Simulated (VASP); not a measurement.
# Si2Mo (P6_222) in VASP: a series of runs, part 3 of 3

VASP 6.6.1.

## (6) Single point, PBE

This run uses another cell than the first one, of 13.31 Å³/atom, 0.984 times its volume.

Input file INCAR:

```
PREC = Accurate
ENCUT = 520
EDIFF = 1E-7
ISMEAR = 0
SIGMA = 0.01
LREAL = False
LASPH = True
NELM = 80
ALGO = Normal
ISIF = 2
LWAVE = False
LCHARG = False
GGA = PE
NBANDS = 43
```

Input file KPOINTS:

```
Automatic mesh
0
Gamma
  12 12 6
```

Input file POSCAR:

```
Si2Mo
1.0
    4.5854715599      0.0000000000      0.0000000000
   -2.2927357800      3.9711348592      0.0000000000
    0.0000000000      0.0000000000      6.5797601000
Si Mo
6 3
Direct
    0.1639430269      0.8360569731      0.8333333333
    0.3278860539      0.1639430269      0.1666666667
    0.8360569731      0.6721139461      0.5000000000
    0.8360569731      0.1639430269      0.8333333333
    0.6721139461      0.8360569731      0.1666666667
    0.1639430269      0.3278860539      0.5000000000
    0.5000000000      0.0000000000      0.5000000000
    0.0000000000      0.5000000000      0.1666666667
    0.5000000000      0.5000000000      0.8333333333
```

Potentials or basis: VASP PAW PBE potentials, release 64 (Si, Mo_sv).

Command:

```console
$ cat potpaw_PBE.64/Si/POTCAR potpaw_PBE.64/Mo_sv/POTCAR > POTCAR
$ mpirun -np 1 vasp_std > vasp.out
```

OUTCAR:

```text
PREC = Accurate
   ENCUT = 520
   EDIFF = 1E-7
   ISMEAR = 0
   LREAL = False
   LASPH = True
   NELM = 80
   ISIF = 2
   GGA = PE

 ion  position               nearest neighbor table
   1  0.164  0.836  0.833-   3 2.55   2 2.55   7 2.57   8 2.57   4 2.60   9 2.64   9 2.64   9 2.67
                             4 2.67   4 2.67   6 3.15   5 3.15
   2  0.328  0.164  0.167-   6 2.55   1 2.55   7 2.57   9 2.57   5 2.60   8 2.64   8 2.64   8 2.67
                             5 2.67   5 2.67   3 3.15   4 3.15
   3  0.836  0.672  0.500-   1 2.55   5 2.55   8 2.57   9 2.57   6 2.60   7 2.64   7 2.64   7 2.67
                             6 2.67   6 2.67   2 3.15   4 3.15
   4  0.836  0.164  0.833-   6 2.55   5 2.55   7 2.57   8 2.57   1 2.60   9 2.64   9 2.64   9 2.67
                             1 2.67   1 2.67   3 3.15   2 3.15
   5  0.672  0.836  0.167-   3 2.55   4 2.55   7 2.57   9 2.57   2 2.60   8 2.64   8 2.64   8 2.67
                             2 2.67   2 2.67   6 3.15   1 3.15
   6  0.164  0.328  0.500-   4 2.55   2 2.55   8 2.57   9 2.57   3 2.60   7 2.64   7 2.64   7 2.67
                             3 2.67   3 2.67   5 3.15   1 3.15
   7  0.500  0.000  0.500-   2 2.57   5 2.57   4 2.57   1 2.57   6 2.64   3 2.64   6 2.64   3 2.64
                             6 2.67   3 2.67   8 3.17   8 3.17   9 3.17   9 3.17
   8  0.000  0.500  0.167-   3 2.57   6 2.57   4 2.57   1 2.57   2 2.64   5 2.64   2 2.64   5 2.64
                             5 2.67   2 2.67   7 3.17   7 3.17   9 3.17   9 3.17
   9  0.500  0.500  0.833-   3 2.57   6 2.57   5 2.57   2 2.57   1 2.64   4 2.64   1 2.64   4 2.64
                             1 2.67   4 2.67   7 3.17   7 3.17   8 3.17   8 3.17

  LATTYP: Found a hexagonal cell.
 ALAT       =     4.5854715599
 C/A-ratio  =     1.4349146024

  Lattice vectors:

 A1 = (   4.5854715599,   0.0000000000,   0.0000000000)
 A2 = (  -2.2927357800,   3.9711348592,   0.0000000000)
 A3 = (   0.0000000000,   0.0000000000,   6.5797601000)

Analysis of symmetry for initial positions (statically):
=====================================================================
 Subroutine PRICEL returns:
 Original cell was already a primitive cell.

 Routine SETGRP: Setting up the symmetry group for a
 hexagonal supercell.
[... 165 lines left out ...]
   LRPA    =     F    only Hartree local field effects (RPA)
 non-spin polarized calculation
 Gauss-broadening in eV      SIGMA  =   0.01
  energy-cutoff  :      520.00
  volume of cell :      119.81
 maximum number of plane-waves:      3300
 NGX is ok and might be reduce to    36
   NGX = 17   NGY = 17   NGZ = 25

 number of electron      65.9999996 magnetization

 Free energy of the ion-electron system (eV)
  ---------------------------------------------------
  ext. energy  EPLUGINS =         0.00000000
  ---------------------------------------------------
  free energy    TOTEN  =       -69.51547617 eV

  energy without entropy =      -69.51547610  energy(sigma->0) =      -69.51547613

 E-fermi :  12.9418     XC(G=0): -12.4600

 val. band max:       12.9167496506   @ k =   0.5000  -0.0000   0.5000
 cond. band min:      12.9669029197   @ k =   0.5000  -0.0000   0.0000
 fundamental gap:      0.0501532691
 Fermi energy:        12.9418262322

 k-point     1 :       0.0000    0.0000    0.0000
  band No.  band energies     occupation
      1     -48.2291      2.00000
      2     -48.1987      2.00000
      3     -48.1987      2.00000
      4     -22.4736      2.00000
      5     -22.4702      2.00000
      6     -22.4702      2.00000
[... 1093 lines left out ...]
     42      16.2145      0.00000
     43      16.7000      0.00000

 [... further k-points ...]

------------------------ aborting loop because EDIFF is reached ----------------------------------------

  FORCE on cell =-STRESS in cart. coord.  units (eV):
  Direction    XX          YY          ZZ          XY          YZ          ZX
  --------------------------------------------------------------------------------------
  -------------------------------------------------------------------------------------
  Total        2.7890037      2.7890037      2.6924680     -0.0000000      0.0000000      0.0000000
  in kB       37.2950306     37.2950306     36.0041397     -0.0000000      0.0000000      0.0000000
  external PRESSURE =      36.8647337 kB  Pullay stress =       0.0000000 kB

 VOLUME and BASIS-vectors are now :
 -----------------------------------------------------------------------------
  energy-cutoff  :      520.00
  volume of cell :      119.81
      direct lattice vectors                 reciprocal lattice vectors
     4.585471560  0.000000000  0.000000000     0.218080079  0.125908592  0.000000000
    -2.292735780  3.971134859  0.000000000     0.000000000  0.251817185  0.000000000
     0.000000000  0.000000000  6.579760100     0.000000000  0.000000000  0.151981225

 POSITION                                       TOTAL-FORCE (eV/Angst)
 -----------------------------------------------------------------------------------
     -1.16510      3.32009      5.48313        -0.002931      0.001692     -0.000000
      1.12763      0.65104      1.09663        -0.002931     -0.001692     -0.000000
      2.29274      2.66906      3.28988        -0.000000      0.003385     -0.000000
      3.45784      0.65104      5.48313         0.002931     -0.001692     -0.000000
      1.16510      3.32009      1.09663         0.002931      0.001692     -0.000000
     -0.00000      1.30208      3.28988         0.000000     -0.003385     -0.000000
      2.29274      0.00000      3.28988        -0.000000      0.000000     -0.000000
     -1.14637      1.98557      1.09663        -0.000000      0.000000      0.000000
      1.14637      1.98557      5.48313        -0.000000     -0.000000     -0.000000
 -----------------------------------------------------------------------------------
    total drift:                               -0.000000     -0.000000      0.000001

  FREE ENERGIE OF THE ION-ELECTRON SYSTEM (eV)
  ---------------------------------------------------
  free  energy   TOTEN  =       -69.5154761684 eV

  energy  without entropy=      -69.5154760956  energy(sigma->0) =      -69.51547613
```

Run time: 11 min. Hardware: 1 thread of AMD EPYC 7R13, shared host; peak memory 0.41 GiB.

What came out:

- Free energy: -69.5155 eV
- Pressure: 3.7 GPa
- Largest force: 0.003 eV/Å
- Band gap on the k mesh: 0.05 eV, indirect (least direct gap 0.54 eV)

Forces in eV/Å, atoms in the order of the input:
```
Si  -0.003  0.002  0.000
Si  -0.003 -0.002  0.000
Si   0.000  0.003  0.000
Si   0.003 -0.002  0.000
Si   0.003  0.002  0.000
Si   0.000 -0.003  0.000
Mo   0.000  0.000  0.000
Mo   0.000  0.000  0.000
Mo   0.000  0.000  0.000
```

Levels at points of the mesh, in eV from the valence-band top:
| k point | band 31 | band 32 | band 33 | band 34 | band 35 | band 36 |
| --- | --- | --- | --- | --- | --- | --- |
| (0.00, 0.00, 0.00) | -2.75 | -2.10 | -0.83 | 1.99 | 2.35 | 2.35 |
| (0.50, 0.00, 0.00) | -1.58 | -1.06 | -0.65 | 0.05 | 0.70 | 0.85 |
| (0.00, 0.00, 0.50) | -2.10 | -0.74 | -0.74 | 1.84 | 2.27 | 2.27 |
| (0.50, 0.00, 0.50) | -1.97 | -1.25 | 0.00 | 0.54 | 1.09 | 1.34 |

## (7) The runs side by side

```tsv
cell	gap on the mesh (eV)	pressure (GPa)
a = 4.613, b = 4.613, c = 6.609 Å, angles 90.0, 90.0, 120.0°, 9 atoms	0.06	0.2
a = 4.662, b = 4.662, c = 6.666 Å, angles 90.0, 90.0, 120.0°, 9 atoms	0.07	-5.6
a = 4.711, b = 4.711, c = 6.718 Å, angles 90.0, 90.0, 120.0°, 9 atoms	0.07	-10.4
a = 4.585, b = 4.585, c = 6.580 Å, angles 90.0, 90.0, 120.0°, 9 atoms	0.05	3.7
```

Alike in all rows: task single point; level PBE; potentials or basis VASP PAW PBE potentials, release 64 (Si, Mo_sv); no spin polarisation; k mesh 12 × 12 × 6; cutoff (eV) 520; smearing gaussian 0.01 eV.

Absolute energies hang on the potentials; compare differences alone.
